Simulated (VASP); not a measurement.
K, 1 atom in the cell. It takes space group Fmmm (No. 69, orthorhombic). Conventional cell: a = 5.236 Å, b = 7.368 Å, c = 7.442 Å, α = 90.00°, β = 90.00°, γ = 90.00°.  This cell differs from its parent crystal: strain +0.0100 x Voigt [0, 0, 0, 0, 0, 1].

```yaml
Program: VASP 6.6.1
Task: single point
Functional: PBEsol
Potentials_or_basis: VASP PAW PBE potentials, release 64 (K_sv)
Cutoff: 520 eV
k_mesh: 14 × 14 × 14
Occupations: gaussian, width 0.15 eV
Spin: no spin polarisation
Dipole_correction: no
Further_INCAR_settings: ALGO = Fast; EDIFF = 1e-06; NBANDS = 10
```

Potentials or basis: VASP PAW PBE potentials, release 64 (K_sv).

The run is started by

```bash
$ cat potpaw_PBE.64/K_sv/POTCAR > POTCAR
$ mpirun -np 1 vasp_std > vasp.out
```

Hardware: 1 thread of Intel Xeon 6975P-C, with other jobs on the host.

How long does it take, and how much memory?

Run time: 6.1 min on 1 thread of Intel Xeon 6975P-C (shared host), peak memory 0.42 GiB. Counts: scf iterations 12, k points 428.
